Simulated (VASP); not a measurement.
# Sb (R-3m) in VASP: notebook, part 2 of 2

VASP 6.6.1. The steps go on from the part before.

## Step 3: Electric field gradients, PBEsol (equal xy, yz and zx shear strains of -3 %)

INCAR reads:

```
ALGO     = Normal         # electronic algorithm
EDIFF    = 1E-8           # SCF threshold, eV
ENCUT    = 520            # plane-wave cutoff, eV
GGA      = PS             # functional
ISIF     = 2              # what is computed and relaxed
ISMEAR   = -1             # smearing method
LASPH    = True           # aspherical terms in the spheres
LCHARG   = False          # write CHGCAR
LEFG     = True         
LREAL    = False          # projectors in reciprocal space
LWAVE    = False          # write WAVECAR
NBANDS   = 8              # bands
NELM     = 100            # most SCF steps
PREC     = Accurate       # precision mode
SIGMA    = 0.05           # smearing width, eV
```

KPOINTS reads:

```
k-points
0
Gamma
  12 12 12
```

POSCAR reads:

```
Sb
1.0
   -0.0691500000      2.2704250000      2.2704250000
    2.2704250000     -0.0691500000      2.2704250000
    2.2704250000      2.2704250000     -0.0691500000
Sb
1
Direct
    0.0000000000      0.0000000000      0.0000000000
```

Potentials or basis: VASP PAW PBE potentials, release 64 (Sb).

Command:

```console
$ cat potpaw_PBE.64/Sb/POTCAR > POTCAR
$ mpirun -np 1 vasp_std > vasp.out
```

OUTCAR:

```text
EDIFF = 1E-8
   ENCUT = 520
   GGA = PS
   ISIF = 2
   ISMEAR = -1
   LASPH = True
   LREAL = False
   NELM = 100
   PREC = Accurate

 ion  position               nearest neighbor table
   1  0.000  0.000  0.000-

  LATTYP: Found a trigonal (rhomboedric) cell.
 ALAT       =     3.2116103568
 COS(alpha) =     0.4693254694

  Lattice vectors:

 A1 = (  -0.0691500000,   2.2704250000,   2.2704250000)
 A2 = (   2.2704250000,  -0.0691500000,   2.2704250000)
 A3 = (   2.2704250000,   2.2704250000,  -0.0691500000)

Analysis of symmetry for initial positions (statically):
=====================================================================
 Subroutine PRICEL returns:
 Original cell was already a primitive cell.

 Routine SETGRP: Setting up the symmetry group for a
 trigonal (rhombohedral) supercell.

 Subroutine GETGRP returns: Found 12 space group operations
[... 443 lines left out ...]
  external PRESSURE =      57.9464703 kB  Pullay stress =       0.0000000 kB

 VOLUME and BASIS-vectors are now :
 -----------------------------------------------------------------------------
  energy-cutoff  :      520.00
  volume of cell :       24.48
      direct lattice vectors                 reciprocal lattice vectors
    -0.069150000  2.270425000  2.270425000    -0.210409173  0.217018885  0.217018885
     2.270425000 -0.069150000  2.270425000     0.217018885 -0.210409173  0.217018885
     2.270425000  2.270425000 -0.069150000     0.217018885  0.217018885 -0.210409173

 POSITION                                       TOTAL-FORCE (eV/Angst)
 -----------------------------------------------------------------------------------
      0.00000      0.00000      0.00000         0.000000     -0.000000      0.000000
 -----------------------------------------------------------------------------------
    total drift:                               -0.000000      0.000000      0.000000

  FREE ENERGIE OF THE ION-ELECTRON SYSTEM (eV)
  ---------------------------------------------------
  free  energy   TOTEN  =        -4.2665901695 eV

  energy  without entropy=       -4.2606511898  energy(sigma->0) =       -4.26362068

 Electric field gradients (V/A^2)
---------------------------------------------------------------------
 ion       V_xx      V_yy      V_zz      V_xy      V_xz      V_yz
---------------------------------------------------------------------
   1      -0.000    -0.000     0.000     2.517     2.517     2.517
---------------------------------------------------------------------

 Electric field gradients after diagonalization (V/A^2)
 (convention: |V_zz| > |V_xx| > |V_yy|)
----------------------------------------------------------------------
 ion       V_xx      V_yy      V_zz     asymmetry (V_yy - V_xx)/ V_zz
----------------------------------------------------------------------
   1      -2.517    -2.517     5.034       0.000
----------------------------------------------------------------------

           NMR quadrupolar parameters

 Cq : quadrupolar parameter    Cq=e*Q*V_zz/h
 eta: asymmetry parameters     (V_yy - V_xx)/ V_zz
 Q  : nuclear electric quadrupole moment in mb (millibarn)
----------------------------------------------------------------------
 ion       Cq(MHz)       eta       Q (mb)
----------------------------------------------------------------------
   1       0.012       0.000       1.000
----------------------------------------------------------------------
```

OSZICAR:

```text
N       E                     dE             d eps       ncg     rms          rms(c)
DAV:   1     0.471198068128E+01    0.47120E+01   -0.16921E+03  3064   0.410E+02
DAV:   2    -0.418137727140E+01   -0.88934E+01   -0.85410E+01  4232   0.529E+01
DAV:   3    -0.427344195951E+01   -0.92065E-01   -0.91783E-01  3744   0.604E+00
DAV:   4    -0.427368273533E+01   -0.24078E-03   -0.24077E-03  4672   0.373E-01
DAV:   5    -0.427368303775E+01   -0.30242E-06   -0.30218E-06  3848   0.895E-03    0.197E+00
DAV:   6    -0.426921362637E+01    0.44694E-02   -0.13175E-03  3688   0.174E-01    0.114E+00
DAV:   7    -0.426659760892E+01    0.26160E-02   -0.28106E-03  3424   0.252E-01    0.316E-02
DAV:   8    -0.426659068509E+01    0.69238E-05   -0.29752E-05  4288   0.440E-02    0.692E-03
DAV:   9    -0.426659047378E+01    0.21131E-06   -0.41237E-07  4200   0.463E-03    0.124E-03
DAV:  10    -0.426659028717E+01    0.18661E-06   -0.49083E-08  3824   0.117E-03    0.137E-03
DAV:  11    -0.426659017015E+01    0.11702E-06   -0.10075E-09  3616   0.242E-04    0.146E-04
DAV:  12    -0.426659016952E+01    0.62718E-09   -0.72538E-11  1968   0.509E-05
   1 F= -.42665902E+01 E0= -.42636207E+01  d E =-.593898E-02
```

stdout:

```text
POSCAR found type information on POSCAR Sb
 POSCAR found :  1 types and       1 ions
 scaLAPACK will be used
 -----------------------------------------------------------------------------
|                                                                             |
|                                                                             |
|     You enforced a specific xc type in the INCAR file but a different       |
|     I HOPE YOU KNOW WHAT YOU ARE DOING!                                     |
|                                                                             |
 -----------------------------------------------------------------------------

 LDA part: xc-table for (Slater+PW92), standard interpolation
 POSCAR, INCAR and KPOINTS ok, starting setup
 FFT: planning ... GRIDC
 FFT: planning ... GRID_SOFT
 FFT: planning ... GRID
 WAVECAR not read
 entering main loop
ion   1
```

Run time: 14 s. Hardware: 1 thread of Intel Xeon 6975P-C, shared host; peak memory 0.16 GiB.

What came out:

```
Free energy : -4.2666 eV
Pressure    : 5.8 GPa
```

Levels at points of the mesh, in eV from the Fermi level:
```
           k point  band 1  band 2  band 3  band 4  band 5
(0.00, 0.00, 0.00)  -13.78    5.66    5.66    6.56    9.92
(0.50, 0.00, 0.00)   -9.62   -6.55    4.11    4.38    8.94
(0.50, 0.50, 0.00)   -7.55   -5.52   -0.05    0.76    3.98
(0.50, 0.50, 0.50)   -8.97   -6.41    3.51    3.51    8.18
```

Electric field gradients, principal values (V/Å²):
```
atom   least  middle  greatest (by size)
1 Sb  -2.517  -2.517               5.034
```

Caveat: the cell differs from its parent crystal (equal xy, yz and zx shear strains of -3 %); without QUAD_EFG the Cq values of the log hold for a quadrupole moment of 1 mb, not for the nuclei; the PAW data sets were made with another functional, which shifts forces and pressure a little; spin-orbit coupling is left out, which moves the levels of the heavy elements.

## Step 4: Electric field gradients, PBEsol (equal xy, yz and zx shear strains of -3 %)

INCAR reads:

```
SYSTEM = Sb
ALGO     = Normal         ! electronic algorithm
EDIFF    = 1E-8           ! SCF threshold, eV
ENCUT    = 520            ! plane-wave cutoff, eV
GGA      = PS             ! functional
ISIF     = 2              ! what is computed and relaxed
ISMEAR   = -1             ! smearing method
LASPH    = .True.         ! aspherical terms in the spheres
LCHARG   = .False.        ! write CHGCAR
LEFG     = .True.       
LREAL    = .False.        ! projectors in reciprocal space
LWAVE    = .False.        ! write WAVECAR
NBANDS   = 8              ! bands
NELM     = 80             ! most SCF steps
PREC     = Accurate       ! precision mode
SIGMA    = 0.05           ! smearing width, eV
```

KPOINTS reads:

```
k-points
0
Gamma
  12 12 12
  0 0 0
```

POSCAR is that of step 3.

Potentials or basis: VASP PAW PBE potentials, release 64 (Sb).

Command:

```console
$ cat potpaw_PBE.64/Sb/POTCAR > POTCAR
$ mpirun -np 1 vasp_std > vasp.out
```

OUTCAR:

```text
SYSTEM = Sb
   EDIFF = 1E-8
   ENCUT = 520
   GGA = PS
   ISIF = 2
   ISMEAR = -1
   LASPH = .True.
   LREAL = .False.
   NELM = 80
   PREC = Accurate

 ion  position               nearest neighbor table
   1  0.000  0.000  0.000-

  LATTYP: Found a trigonal (rhomboedric) cell.
 ALAT       =     3.2116103568
 COS(alpha) =     0.4693254694

  Lattice vectors:

 A1 = (  -0.0691500000,   2.2704250000,   2.2704250000)
 A2 = (   2.2704250000,  -0.0691500000,   2.2704250000)
 A3 = (   2.2704250000,   2.2704250000,  -0.0691500000)

Analysis of symmetry for initial positions (statically):
=====================================================================
 Subroutine PRICEL returns:
 Original cell was already a primitive cell.

 Routine SETGRP: Setting up the symmetry group for a
[... 446 lines left out ...]
  external PRESSURE =      57.9464703 kB  Pullay stress =       0.0000000 kB

 VOLUME and BASIS-vectors are now :
 -----------------------------------------------------------------------------
  energy-cutoff  :      520.00
  volume of cell :       24.48
      direct lattice vectors                 reciprocal lattice vectors
    -0.069150000  2.270425000  2.270425000    -0.210409173  0.217018885  0.217018885
     2.270425000 -0.069150000  2.270425000     0.217018885 -0.210409173  0.217018885
     2.270425000  2.270425000 -0.069150000     0.217018885  0.217018885 -0.210409173

 POSITION                                       TOTAL-FORCE (eV/Angst)
 -----------------------------------------------------------------------------------
      0.00000      0.00000      0.00000         0.000000     -0.000000      0.000000
 -----------------------------------------------------------------------------------
    total drift:                               -0.000000      0.000000      0.000000

  FREE ENERGIE OF THE ION-ELECTRON SYSTEM (eV)
  ---------------------------------------------------
  free  energy   TOTEN  =        -4.2665901695 eV

  energy  without entropy=       -4.2606511898  energy(sigma->0) =       -4.26362068

 Electric field gradients (V/A^2)
---------------------------------------------------------------------
 ion       V_xx      V_yy      V_zz      V_xy      V_xz      V_yz
---------------------------------------------------------------------
   1      -0.000    -0.000     0.000     2.517     2.517     2.517
---------------------------------------------------------------------

 Electric field gradients after diagonalization (V/A^2)
 (convention: |V_zz| > |V_xx| > |V_yy|)
----------------------------------------------------------------------
 ion       V_xx      V_yy      V_zz     asymmetry (V_yy - V_xx)/ V_zz
----------------------------------------------------------------------
   1      -2.517    -2.517     5.034       0.000
----------------------------------------------------------------------

           NMR quadrupolar parameters

 Cq : quadrupolar parameter    Cq=e*Q*V_zz/h
 eta: asymmetry parameters     (V_yy - V_xx)/ V_zz
 Q  : nuclear electric quadrupole moment in mb (millibarn)
----------------------------------------------------------------------
 ion       Cq(MHz)       eta       Q (mb)
----------------------------------------------------------------------
   1       0.012       0.000       1.000
----------------------------------------------------------------------
```

Run time: 15 s. Hardware: 1 thread of Intel Xeon 6975P-C, shared host; peak memory 0.16 GiB.

What came out:

```
Free energy : -4.2666 eV
Pressure    : 5.8 GPa
```

Stress tensor (GPa, compression positive):
```
5.79 0.36 0.36
0.36 5.79 0.36
0.36 0.36 5.79
```

Levels at points of the mesh, in eV from the Fermi level:
```csv
k point,band 1,band 2,band 3,band 4,band 5,band 6
"(0.00, 0.00, 0.00)",-13.78,5.66,5.66,6.56,9.92,9.92
"(0.50, 0.00, 0.00)",-9.62,-6.55,4.11,4.38,8.94,9.11
"(0.50, 0.50, 0.00)",-7.55,-5.52,-0.05,0.76,3.98,4.78
"(0.50, 0.50, 0.50)",-8.97,-6.41,3.51,3.51,8.18,8.94
```

Electric field gradients, principal values (V/Å²):
| atom | least | middle | greatest (by size) |
| --- | --- | --- | --- |
| 1 Sb | -2.517 | -2.517 | 5.034 |

Caveat: the cell differs from its parent crystal (equal xy, yz and zx shear strains of -3 %); without QUAD_EFG the Cq values of the log hold for a quadrupole moment of 1 mb, not for the nuclei; the PAW data sets were made with another functional, which shifts forces and pressure a little; spin-orbit coupling is left out, which moves the levels of the heavy elements.

## Step 5: Electric field gradients, PBEsol (equal xy, yz and zx shear strains of -1 %)

INCAR reads:

```
ALGO     = Normal         # electronic algorithm
EDIFF    = 1E-8           # SCF threshold, eV
ENCUT    = 520            # plane-wave cutoff, eV
GGA      = PS             # functional
ISIF     = 2              # what is computed and relaxed
ISMEAR   = -1             # smearing method
LASPH    = True           # aspherical terms in the spheres
LCHARG   = False          # write CHGCAR
LEFG     = True         
LREAL    = False          # projectors in reciprocal space
LWAVE    = False          # write WAVECAR
NBANDS   = 8              # bands
NELM     = 60             # most SCF steps
PREC     = Accurate       # precision mode
SIGMA    = 0.05           # smearing width, eV
```

KPOINTS reads:

```
k-points
0
Gamma
  12 12 12
```

POSCAR reads:

```
Sb
1.0
   -0.0230500000      2.2934750000      2.2934750000
    2.2934750000     -0.0230500000      2.2934750000
    2.2934750000      2.2934750000     -0.0230500000
Sb
1
Direct
    0.0000000000      0.0000000000      0.0000000000
```

Potentials or basis: VASP PAW PBE potentials, release 64 (Sb).

Command:

```console
$ cat potpaw_PBE.64/Sb/POTCAR > POTCAR
$ mpirun -np 1 vasp_std > vasp.out
```

OUTCAR:

```text
EDIFF = 1E-8
   ENCUT = 520
   GGA = PS
   ISIF = 2
   ISMEAR = -1
   LASPH = True
   LREAL = False
   NELM = 60
   PREC = Accurate

 ion  position               nearest neighbor table
   1  0.000  0.000  0.000-

  LATTYP: Found a trigonal (rhomboedric) cell.
 ALAT       =     3.2435453525
 COS(alpha) =     0.4899250057

  Lattice vectors:

 A1 = (  -0.0230500000,   2.2934750000,   2.2934750000)
[... 470 lines left out ...]
    total drift:                                0.000000     -0.000000     -0.000000

  FREE ENERGIE OF THE ION-ELECTRON SYSTEM (eV)
  ---------------------------------------------------
  free  energy   TOTEN  =        -4.2698502221 eV

  energy  without entropy=       -4.2634334721  energy(sigma->0) =       -4.26664185

 Electric field gradients (V/A^2)
---------------------------------------------------------------------
 ion       V_xx      V_yy      V_zz      V_xy      V_xz      V_yz
---------------------------------------------------------------------
   1      -0.000    -0.000    -0.000    -0.024    -0.024    -0.024
---------------------------------------------------------------------

 Electric field gradients after diagonalization (V/A^2)
 (convention: |V_zz| > |V_xx| > |V_yy|)
----------------------------------------------------------------------
 ion       V_xx      V_yy      V_zz     asymmetry (V_yy - V_xx)/ V_zz
----------------------------------------------------------------------
   1       0.024     0.024    -0.049       0.000
----------------------------------------------------------------------

           NMR quadrupolar parameters

 Cq : quadrupolar parameter    Cq=e*Q*V_zz/h
 eta: asymmetry parameters     (V_yy - V_xx)/ V_zz
 Q  : nuclear electric quadrupole moment in mb (millibarn)
----------------------------------------------------------------------
 ion       Cq(MHz)       eta       Q (mb)
----------------------------------------------------------------------
   1      -0.000       0.000       1.000
----------------------------------------------------------------------
```

Run time: 16 s. Hardware: 1 thread of Intel Xeon 6975P-C, shared host; peak memory 0.16 GiB.

Results:

```
Free energy : -4.2699 eV
Pressure    : 5.3 GPa
```

Caveat: the cell differs from its parent crystal (equal xy, yz and zx shear strains of -1 %); without QUAD_EFG the Cq values of the log hold for a quadrupole moment of 1 mb, not for the nuclei; the PAW data sets were made with another functional, which shifts forces and pressure a little; spin-orbit coupling is left out, which moves the levels of the heavy elements.

## Step 6: The runs side by side

```csv
cell,gap on the mesh (eV),pressure (GPa)
"a = 3.309 Å, angles 58.0°, 1 atom",none,5.7
"a = 3.212 Å, angles 62.0°, 1 atom",none,5.8
"a = 3.244 Å, angles 60.7°, 1 atom",none,5.3
```

Alike in all rows: task electric field gradients; level PBEsol; potentials or basis VASP PAW PBE potentials, release 64 (Sb); no spin polarisation; k mesh 12 × 12 × 12; cutoff (eV) 520; smearing fermi-dirac 0.05 eV.

Caveats: the PAW data sets were made with another functional, which shifts forces and pressure a little; spin-orbit coupling is left out, which moves the levels of the heavy elements.

Absolute energies hang on the potentials; compare differences alone.
